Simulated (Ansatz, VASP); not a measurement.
# Pt: VASP beside Ansatz

The input INCAR:

```
PREC = Accurate ; ENCUT = 520
EDIFF = 1E-6 ; ISMEAR = 0
SIGMA = 0.1 ; LREAL = False
LASPH = True ; NELM = 100
ALGO = Fast ; ISIF = 2
LWAVE = False ; LCHARG = False
GGA = PE ; NBANDS = 17
```

KPOINTS

```
Automatic mesh
0
Gamma
  8 8 8
```

POSCAR

```
Pt
1.0
   -2.4595936916      2.4595936916      1.3417537615
    2.4595936916     -2.4595936916      1.3417537615
    2.4595936916      2.4595936916     -1.3417537615
Pt
2
Direct
    0.0000000000      0.0000000000      0.0000000000
    0.7500000000      0.2500000000      0.5000000000
```

Input for Ansatz:

```yaml
crystal:
  lattice:
    - [-2.4595936916, 2.4595936916, 1.3417537615]
    - [2.4595936916, -2.4595936916, 1.3417537615]
    - [2.4595936916, 2.4595936916, -1.3417537615]
  atoms:
    - { symbol: Pt, position: [0.0, 0.0, 0.0] }
    - { symbol: Pt, position: [0.75, 0.25, 0.5] }
basis:
  ecutwfc: 420
kpoints:
  mp_grid: { grid: [8, 8, 8] }
hamiltonian:
  xc: pbe
scf:
  occupations: { method: gaussian, width: 0.1 }
  lower_state_search: "off"
output:
  forces: true
  stress: true
  eigenvalues: true
```

Alike in both runs: task single point; functional PBE; k mesh 8 × 8 × 8; occupations gaussian, width 0.1 eV; no spin polarisation.

```csv
,VASP,Ansatz
version,VASP 6.6.1,Ansatz 0.2.0
potentials or method,"VASP PAW PBE potentials, release 64 (Pt), cutoff 520 eV","scalar-relativistic, plane waves, PAW"
valence electrons in the cell,20,36
```

|  | VASP | Ansatz | Ansatz less VASP |
| --- | --- | --- | --- |
| gap on the k mesh at the Fermi level (eV) | none | none | - |
| pressure (GPa) | 12.8 | 13.5 | +0.61 |
| traceless stress, the component that is largest in VASP (GPa) | -1.58 | -1.64 | -0.063 |

A gap of «none» marks a metal or a gap that the smearing closes. The functional is the same, so the differences come from potentials, cutoffs and numerics. VASP's potentials hold 20 valence electrons a cell and Ansatz's 36, so a difference there can come from the potentials and not from the codes.

Spin-orbit coupling is off throughout.
